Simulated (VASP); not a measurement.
# Mo (P6/mmm) in VASP: notebook

Runs on Mo. Level: PBEsol. Tasks: single point.

Everything below comes from runs of VASP 6.6.1. Logs are shortened: lines on timing, memory, paths and dates and some standing lists are left out, and cuts for length are marked.

### Step 1. The cell of the first run

The structure is hexagonal, space group P6/mmm (No. 191). Conventional cell: a = 2.462 Å, b = 2.462 Å, c = 2.555 Å, α = 90.00°, β = 90.00°, γ = 120.00°. Within 3.3 Å of Mo (site symmetry 6/mmm) lie 8 Mo at 2.46 to 2.56 Å.

### Step 2. Single point, PBEsol (strain -0.1000 x Voigt [1, 1, 0, 0, 0, 0])

INCAR reads:

```
SYSTEM = Mo
ALGO = Normal
EDIFF = 1E-6
ENCUT = 520
GGA = PS
ISIF = 2
ISMEAR = 0
LASPH = .TRUE.
LCHARG = .FALSE.
LREAL = .FALSE.
LWAVE = .FALSE.
NBANDS = 13
NELM = 100
PREC = Accurate
SIGMA = 0.15
```

KPOINTS reads:

```
k-points
0
G
  18 18 18
  0 0 0
```

POSCAR reads:

```
Mo
1.0
    2.4619593575      0.0000000000      0.0000000000
   -1.2309796787      2.1321193467      0.0000000000
    0.0000000000      0.0000000000      2.5551807000
Mo
1
Direct
    0.0000000000      0.0000000000      0.5000000000
```

Potentials or basis: VASP PAW PBE potentials, release 64 (Mo_sv).

On the command line:

```sh
> cat potpaw_PBE.64/Mo_sv/POTCAR > POTCAR
> mpirun -np 1 vasp_std > vasp.out
```

OUTCAR:

```text
SYSTEM = Mo
   EDIFF = 1E-6
   ENCUT = 520
   GGA = PS
   ISIF = 2
   ISMEAR = 0
   LASPH = .TRUE.
   LREAL = .FALSE.
   NELM = 100
   PREC = Accurate

 ion  position               nearest neighbor table
   1  0.000  0.000  0.500-

  LATTYP: Found a hexagonal cell.
 ALAT       =     2.4619593575
 C/A-ratio  =     1.0378646959

  Lattice vectors:

 A1 = (   2.4619593575,   0.0000000000,   0.0000000000)
 A2 = (  -1.2309796787,   2.1321193467,   0.0000000000)
 A3 = (   0.0000000000,   0.0000000000,   2.5551807000)

Analysis of symmetry for initial positions (statically):
=====================================================================
 Subroutine PRICEL returns:
 Original cell was already a primitive cell.

 Routine SETGRP: Setting up the symmetry group for a
 hexagonal supercell.

 Subroutine GETGRP returns: Found 24 space group operations
 (whereof 24 operations were pure point group operations)
 out of a pool of 24 trial point group operations.

The static configuration has the point symmetry D_6h.

Analysis of symmetry for dynamics (positions and initial velocities):
=====================================================================
 Subroutine PRICEL returns:
 Original cell was already a primitive cell.

 Routine SETGRP: Setting up the symmetry group for a
 hexagonal supercell.

 Subroutine GETGRP returns: Found 24 space group operations
 (whereof 24 operations were pure point group operations)
 out of a pool of 24 trial point group operations.

The dynamic configuration has the point symmetry D_6h.

 Subroutine INISYM returns: Found 24 space group operations
 (whereof 24 operations are pure point group operations),
 and found     1 'primitive' translations

----------------------------------------------------------------------------------------

                                     Primitive cell

  volume of cell :      13.4126

  direct lattice vectors                    reciprocal lattice vectors
     2.461959358  0.000000000  0.000000000     0.406180548  0.234508448  0.000000000
    -1.230979679  2.132119347  0.000000000     0.000000000  0.469016897  0.000000000
     0.000000000  0.000000000  2.555180700     0.000000000  0.000000000  0.391361754

  length of vectors
     2.461959358  2.461959357  2.555180700     0.469016897  0.469016897  0.391361754

  position of ions in fractional coordinates (direct lattice)
     0.000000000  0.000000000  0.500000000

  ion indices of the primitive-cell ions
   primitive index   ion index
                 1           1

----------------------------------------------------------------------------------------

 KPOINTS: k-points

Automatic generation of k-mesh.
 Grid dimensions read from file:
 generate k-points for:   18   18   18

 Generating k-lattice:

  Cartesian coordinates                     Fractional coordinates (reciprocal lattice)
     0.022565586  0.013028247  0.000000000     0.055555556  0.000000000  0.000000000
     0.000000000  0.026056494  0.000000000     0.000000000  0.055555556  0.000000000
     0.000000000  0.000000000  0.021742320     0.000000000  0.000000000  0.055555556

  Length of vectors
     0.026056494  0.026056494  0.021742320

  Shift w.r.t. Gamma in fractional coordinates (k-lattice)
     0.000000000  0.000000000  0.000000000

 Subroutine IBZKPT returns following result:
 ===========================================

 Found    370 irreducible k-points:

 Following reciprocal coordinates:
            Coordinates               Weight
  0.000000  0.000000  0.000000      1.000000
  0.055556  0.000000  0.000000      6.000000
  0.111111  0.000000  0.000000      6.000000
  0.166667  0.000000  0.000000      6.000000
  0.222222  0.000000  0.000000      6.000000
  0.277778  0.000000  0.000000      6.000000
[... 16 lines left out ...]
  0.333333  0.111111  0.000000     12.000000
  0.388889  0.111111  0.000000     12.000000
 [... further k-points ...]
   k-points           NKPTS =    370   k-points in BZ     NKDIM =    370   number of bands    NBANDS=     13
   number of dos      NEDOS =    301   number of ions     NIONS =      1
   total plane-waves  NPLWV =   6480
   dimension x,y,z NGX =    18 NGY =   18 NGZ =   20
   dimension x,y,z NGXF=    36 NGYF=   36 NGZF=   40
   ions per type =               1
   NGX,Y,Z   is equivalent  to a cutoff of  12.15, 12.15, 13.01 a.u.
   NGXF,Y,Z  is equivalent  to a cutoff of  24.31, 24.31, 26.02 a.u.
 SYSTEM =  Mo
   PREC   = accura    normal or accurate (medium, high low for compatibility)
   ISTART =      0    job   : 0-new  1-cont  2-samecut
   ICHARG =      2    charge: 1-file 2-atom 10-const
   ISPIN  =      1    spin polarized calculation?
   LNONCOLLINEAR =      F non collinear calculations
   LSORBIT =      F    spin-orbit coupling
   LASPH  =      T    aspherical Exc in radial PAW
   ENCUT  =  520.0 eV  38.22 Ry    6.18 a.u.   4.58  4.58  4.75*2*pi/ulx,y,z
   NELM   =    100;   NELMIN=  2; NELMDL= -5     # of ELM steps
   EDIFF  = 0.1E-05   stopping-criterion for ELM
   LREAL  =      F    real-space projection
   EDIFFG = 0.1E-04   stopping-criterion for IOM
   NSW    =      0    number of steps for IOM
   IBRION =     -1    ionic relax: 0-MD 1-quasi-New 2-CG
   NFREE  =      0    steps in history (QN), initial steepest desc. (CG)
   ISIF   =      2    stress and relaxation
   ISYM   =      2    0-nonsym 1-usesym 2-fastsym
   POTIM  = 0.5000    time-step for ionic-motion
   TEBEG  =    0.0;   TEEND  =   0.0 temperature during run
   PSTRESS=    0.0 pullay stress
   NELECT =      14.0000    total number of electrons
   NUPDOWN=      -1.0000    fix difference up-down
   EMIN   =  10.00;   EMAX   =-10.00  energy-range for DOS
   EFERMI =   0.00;   METHOD = LEGACY
   ISMEAR =     0;   SIGMA  =   0.15  broadening in eV -4-tet -1-fermi 0-gaus
   EFERMI_NEDOS =   21; number of points for ismear=-14 and -15
   IALGO  =     38    algorithm
   IMIX   =      4    mixing-type and parameters
     AMIX     =   0.40;   BMIX     =  1.00
     AMIX_MAG =   1.60;   BMIX_MAG =  1.00
  volume/ion in A,a.u.               =      13.41        90.51
  Fermi-wavevector in a.u.,A,eV,Ry     =   1.660655  3.138184 37.521823  2.757776
  Thomas-Fermi vector in A             =   2.747854
   LORBIT       =      0    0 simple, 1 ext, 2 COOP (PROOUT), +10 PAW based schemes
   GGA     = PS    functional components
   LHFCALC =     F    Hartree Fock is set to
   AEXX    =    0.0000 exact exchange contribution
   IVDW    =     0    specifies the selected vdW correction
   LEPSILON=     F    determine dielectric tensor
   LRPA    =     F    only Hartree local field effects (RPA)
 non-spin polarized calculation
 Gauss-broadening in eV      SIGMA  =   0.15
  energy-cutoff  :      520.00
  volume of cell :       13.41
 maximum number of plane-waves:       376
   NGX =  9   NGY =  9   NGZ =  9

 number of electron      14.0000002 magnetization

 Free energy of the ion-electron system (eV)
  ---------------------------------------------------
  ext. energy  EPLUGINS =         0.00000000
  ---------------------------------------------------
  free energy    TOTEN  =       -10.11608944 eV

  energy without entropy =      -10.10788441  energy(sigma->0) =      -10.11198692

 E-fermi :  15.1236     XC(G=0): -14.2907

 val. band max:       15.1231141710   @ k =   0.3889   0.0556   0.4444
 cond. band min:      15.1528323268   @ k =   0.1111   0.0556   0.2222
 fundamental gap:      0.0297181558
 Fermi energy:        15.1236035969

 k-point     1 :       0.0000    0.0000    0.0000
  band No.  band energies     occupation
      1     -46.2506      2.00000
      2     -19.3320      2.00000
      3     -18.4829      2.00000
      4     -18.4829      2.00000
      5       7.5823      2.00000
      6       9.4261      2.00000
      7      13.7174      2.00000
      8      13.7174      2.00000
      9      20.1860      0.00000
     10      20.1860      0.00000
     11      28.6626      0.00000
     12      29.9178      0.00000
     13      39.6030      0.00000

 k-point     2 :       0.0556    0.0000    0.0000
  band No.  band energies     occupation
      1     -46.2302      2.00000
      2     -19.3182      2.00000
      3     -18.5967      2.00000
      4     -18.5075      2.00000
      5       7.7342      2.00000
      6       9.5441      2.00000
      7      13.5280      2.00000
      8      13.8842      2.00000
      9      19.8716      0.00000
     10      20.1425      0.00000
     11      29.0981      0.00000
     12      30.3492      0.00000
     13      38.2760      0.00000

 k-point     3 :       0.1111    0.0000    0.0000
  band No.  band energies     occupation
      1     -46.1710      2.00000
      2     -19.2782      2.00000
      3     -18.9184      2.00000
      4     -18.5779      2.00000
      5       8.1398      2.00000
      6       9.8853      2.00000
      7      13.0776      2.00000
      8      14.3776      2.00000
      9      19.0789      0.00000
     10      20.0195      0.00000
     11      30.2922      0.00000
     12      31.4745      0.00000
     13      36.1872      0.00000
[... 305 lines left out ...]
 k-point    23 :       0.3333    0.1111    0.0000
  band No.  band energies     occupation
      1     -45.5928      2.00000
      2     -21.4002      2.00000
      3     -19.4238      2.00000
      4     -18.8972      2.00000
      5       9.4494      2.00000
      6      11.4906      2.00000
      7      14.8745      1.98115
      8      15.3812      0.01514
      9      18.4889      0.00000
     10      21.1265      0.00000
     11      28.6308      0.00000
     12      31.0063      0.00000
     13      34.5630      0.00000

 k-point    24 :       0.3889    0.1111    0.0000
  band No.  band energies     occupation
      1     -45.5304      2.00000
      2     -21.6327      2.00000
      3     -19.5074      2.00000
      4     -18.8572      2.00000
      5       9.1990      2.00000
      6      11.8870      2.00000
      7      14.5629      2.00000
      8      16.1788      0.00000
      9      18.3442      0.00000
     10      21.9473      0.00000
     11      28.5229      0.00000
     12      30.2436      0.00000
     13      33.4737      0.00000

 [... further k-points ...]
[... 5 lines left out ...]
  --------------------------------------------------------------------------------------
  -------------------------------------------------------------------------------------
  Total        7.6773731      7.6773731      2.4629428      0.0000000     -0.0000000      0.0000000
  in kB      917.0842247    917.0842247    294.2055814      0.0000000     -0.0000000      0.0000000
  external PRESSURE =     709.4580102 kB  Pullay stress =       0.0000000 kB

 VOLUME and BASIS-vectors are now :
 -----------------------------------------------------------------------------
  energy-cutoff  :      520.00
  volume of cell :       13.41
      direct lattice vectors                 reciprocal lattice vectors
     2.461959358  0.000000000  0.000000000     0.406180548  0.234508448  0.000000000
    -1.230979679  2.132119347  0.000000000     0.000000000  0.469016897  0.000000000
     0.000000000  0.000000000  2.555180700     0.000000000  0.000000000  0.391361754

 POSITION                                       TOTAL-FORCE (eV/Angst)
 -----------------------------------------------------------------------------------
      0.00000      0.00000      1.27759        -0.000000      0.000000      0.000000
 -----------------------------------------------------------------------------------
    total drift:                                0.000000      0.000000     -0.000000

  FREE ENERGIE OF THE ION-ELECTRON SYSTEM (eV)
  ---------------------------------------------------
  free  energy   TOTEN  =       -10.1160894420 eV

  energy  without entropy=      -10.1078844074  energy(sigma->0) =      -10.11198692
```

It took 16 s on 1 thread of Intel Xeon 6975P-C (Granite Rapids), shared host; peak memory 0.17 GiB.

What came out:

| Property | Result |
| --- | --- |
| Free energy | -10.1161 eV |
| Pressure | 70.9 GPa |
| Band gap on the k mesh | zero (band 7 reaches 16.42 eV, above the bottom of band 8 at 13.72 eV) |

Stress tensor (GPa, compression positive):
```
91.71  0.00  0.00
 0.00 91.71  0.00
 0.00  0.00 29.42
```

Caveat: the cell differs from its parent crystal (strain -0.1000 x Voigt [1, 1, 0, 0, 0, 0]); the PAW data sets were made with another functional, which shifts forces and pressure a little.

(Part 1 of 2 ends here.)
